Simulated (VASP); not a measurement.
# Al (Im-3m) in VASP: a series of runs, part 2 of 2

VASP 6.6.1. The steps go on from the part before.

## (3) Relaxation of cell and atoms, LDA

This run uses another cell than the first one, of 16.12 Å³/atom, 0.994 times its volume.

File INCAR:

```
ALGO = Normal
EDIFF = 1E-7
EDIFFG = -0.01
ENCUT = 600
GGA = CA
IBRION = 2
ISIF = 3
ISMEAR = -1
LASPH = T
LCHARG = F
LREAL = F
LWAVE = F
NELM = 80
NSW = 80
PREC = Accurate
SIGMA = 0.15
```

File KPOINTS:

```
k-points
0
Gamma
  19 19 19
```

File POSCAR:

```
Al
1.0
   -1.5912200000      1.5912200000      1.5912200000
    1.5912200000     -1.5912200000      1.5912200000
    1.5912200000      1.5912200000     -1.5912200000
Al
1
Direct
    0.0000000000      0.0000000000      0.0000000000
```

Potentials or basis: VASP PAW LDA potentials, release 64 (Al).

Launch:

```console
$ cat potpaw_LDA.64/Al/POTCAR > POTCAR
$ mpirun -np 1 vasp_std > vasp.out
```

OUTCAR:

```text
EDIFF = 1E-7
   EDIFFG = -0.01
   ENCUT = 600
   GGA = CA
   IBRION = 2
   ISIF = 3
   ISMEAR = -1
   LASPH = T
   LREAL = F
   NELM = 80
   NSW = 80
   PREC = Accurate

 ion  position               nearest neighbor table
   1  0.000  0.000  0.000-

  LATTYP: Found a body centered cubic cell.
 ALAT       =     3.1824400000

  Lattice vectors:

 A1 = (  -1.5912200000,   1.5912200000,   1.5912200000)
 A2 = (   1.5912200000,  -1.5912200000,   1.5912200000)
 A3 = (   1.5912200000,   1.5912200000,  -1.5912200000)

Analysis of symmetry for initial positions (statically):
=====================================================================
 Subroutine PRICEL returns:
 Original cell was already a primitive cell.

 Routine SETGRP: Setting up the symmetry group for a
 body centered cubic supercell.

 Subroutine GETGRP returns: Found 48 space group operations
 (whereof 48 operations were pure point group operations)
 out of a pool of 48 trial point group operations.

The static configuration has the point symmetry O_h .

Analysis of symmetry for dynamics (positions and initial velocities):
=====================================================================
 Subroutine PRICEL returns:
 Original cell was already a primitive cell.

 Routine SETGRP: Setting up the symmetry group for a
 body centered cubic supercell.

 Subroutine GETGRP returns: Found 48 space group operations
 (whereof 48 operations were pure point group operations)
 out of a pool of 48 trial point group operations.

The dynamic configuration has the point symmetry O_h .

[... 159 lines left out ...]
  energy-cutoff  :      600.00
  volume of cell :       16.12
      direct lattice vectors                 reciprocal lattice vectors
    -1.591220000  1.591220000  1.591220000     0.000000000  0.314224306  0.314224306
     1.591220000 -1.591220000  1.591220000     0.314224306  0.000000000  0.314224306
     1.591220000  1.591220000 -1.591220000     0.314224306  0.314224306  0.000000000

 POSITION                                       TOTAL-FORCE (eV/Angst)
 -----------------------------------------------------------------------------------
      0.00000      0.00000      0.00000         0.000000     -0.000000      0.000000
 -----------------------------------------------------------------------------------
    total drift:                                0.000000      0.000000      0.000000

  FREE ENERGIE OF THE ION-ELECTRON SYSTEM (eV)
  ---------------------------------------------------
  free  energy   TOTEN  =        -4.1071453307 eV

  energy  without entropy=       -4.0768010512  energy(sigma->0) =       -4.09197319

--------------------------------------- Ionic step        2  -------------------------------------------

 number of electron       3.0000000 magnetization

 Free energy of the ion-electron system (eV)
  ---------------------------------------------------
  ext. energy  EPLUGINS =         0.00000000
  ---------------------------------------------------
  free energy    TOTEN  =        -4.10737595 eV

  energy without entropy =       -4.07689243  energy(sigma->0) =       -4.09213419

 E-fermi :   7.9485     XC(G=0): -10.4028

 val. band max:        7.9383378599   @ k =  -0.3684  -0.4211   0.1053
 cond. band min:       7.9687742965   @ k =   0.2632   0.1579   0.1053
 fundamental gap:      0.0304364366
 Fermi energy:         7.9485400451

 k-point     1 :       0.0000    0.0000    0.0000
  band No.  band energies     occupation
      1      -3.2511      2.00000
      2      21.2322      0.00000
      3      21.2322      0.00000
      4      21.2322      0.00000
      5      22.5938      0.00000
[... 177 lines left out ...]
 k-point    24 :       0.3158    0.1053   -0.0000
  band No.  band energies     occupation
      1       0.8664      2.00000
      2       8.1370      0.44309
      3      13.6657      0.00000
      4      16.3832      0.00000
      5      19.7384      0.00000

 [... further k-points ...]
[... 5 lines left out ...]
  --------------------------------------------------------------------------------------
  -------------------------------------------------------------------------------------
  Total       -0.0055982     -0.0055982     -0.0055982     -0.0000000     -0.0000000      0.0000000
  in kB       -0.5517928     -0.5517928     -0.5517928     -0.0000000     -0.0000000      0.0000000
  external PRESSURE =      -0.5517928 kB  Pullay stress =       0.0000000 kB

 VOLUME and BASIS-vectors are now :
 -----------------------------------------------------------------------------
  energy-cutoff  :      600.00
  volume of cell :       16.25
      direct lattice vectors                 reciprocal lattice vectors
    -1.595784856  1.595784856  1.595784856     0.000000000  0.313325445  0.313325445
     1.595784856 -1.595784856  1.595784856     0.313325445  0.000000000  0.313325445
     1.595784856  1.595784856 -1.595784856     0.313325445  0.313325445  0.000000000

 POSITION                                       TOTAL-FORCE (eV/Angst)
 -----------------------------------------------------------------------------------
      0.00000      3.19157      0.00000         0.000000     -0.000000      0.000000
 -----------------------------------------------------------------------------------
    total drift:                                0.000000      0.000000     -0.000000

  FREE ENERGIE OF THE ION-ELECTRON SYSTEM (eV)
  ---------------------------------------------------
  free  energy   TOTEN  =        -4.1073759478 eV

  energy  without entropy=       -4.0768924285  energy(sigma->0) =       -4.09213419

 reached required accuracy - stopping structural energy minimisation
```

OSZICAR:

```text
N       E                     dE             d eps       ncg     rms          rms(c)
DAV:   1    -0.167018294903E+01   -0.16702E+01   -0.93894E+02  2240   0.379E+02
DAV:   2    -0.411753694447E+01   -0.24474E+01   -0.23034E+01  2715   0.344E+01
DAV:   3    -0.413756181637E+01   -0.20025E-01   -0.19959E-01  3010   0.360E+00
DAV:   4    -0.413759361683E+01   -0.31800E-04   -0.31799E-04  3230   0.137E-01
DAV:   5    -0.413759367006E+01   -0.53222E-07   -0.53369E-07  3110   0.386E-03    0.134E+00
DAV:   6    -0.411892714375E+01    0.18667E-01   -0.29916E-03  2860   0.336E-01    0.748E-01
DAV:   7    -0.410716966753E+01    0.11757E-01   -0.73665E-03  2805   0.519E-01    0.157E-01
DAV:   8    -0.410714541072E+01    0.24257E-04   -0.42445E-05  3465   0.602E-02    0.116E-02
DAV:   9    -0.410714533070E+01    0.80015E-07   -0.12310E-07  3135   0.262E-03
   1 F= -.41071453E+01 E0= -.40919732E+01  d E =-.410715E+01
       N       E                     dE             d eps       ncg     rms          rms(c)
DAV:   1    -0.410741615565E+01   -0.27074E-03   -0.39272E-03  3080   0.386E-01    0.501E-02
DAV:   2    -0.410739211296E+01    0.24043E-04   -0.26621E-05  2810   0.473E-02    0.201E-02
DAV:   3    -0.410737655268E+01    0.15560E-04   -0.71365E-06  2970   0.159E-02    0.573E-03
DAV:   4    -0.410737595148E+01    0.60120E-06   -0.35666E-07  3250   0.367E-03    0.373E-03
DAV:   5    -0.410737594776E+01    0.37189E-08   -0.21106E-09  1790   0.501E-04
   2 F= -.41073759E+01 E0= -.40921342E+01  d E =-.230617E-03
```

It took 12 s on 1 thread of Intel Xeon Platinum 8488C (Sapphire Rapids), shared host; peak memory 0.13 GiB.

What came out:

```
Free energy                            : -4.1074 eV
Relaxed volume                         : 16.25 Å³/atom
Relaxed cell                           : a = 2.764 Å, b = 2.764 Å, c = 2.764 Å, α = 109.47°, β = 109.47°, γ = 109.47°
Space group after relaxing (to 0.05 Å) : Im-3m (No. 229)
Energy gained by relaxing              : 0.2 meV/atom
Ionic steps                            : 2
Pressure after relaxing                : -0.1 GPa
```

The path:
| step | energy change (eV) | largest force (eV/Å) | pressure (GPa) | volume (Å³) |
| --- | --- | --- | --- | --- |
| 1 | 0.0000 | 0.0000 | 0.59 | 16.12 |
| 2 | -0.0002 | 0.0000 | -0.06 | 16.25 |

Final structure:
```xyz
1
Lattice="-1.5958 1.5958 1.5958 1.5958 -1.5958 1.5958 1.5958 1.5958 -1.5958" Properties=species:S:1:pos:R:3 pbc="T T T"
Al    0.0000    3.1916    0.0000
```
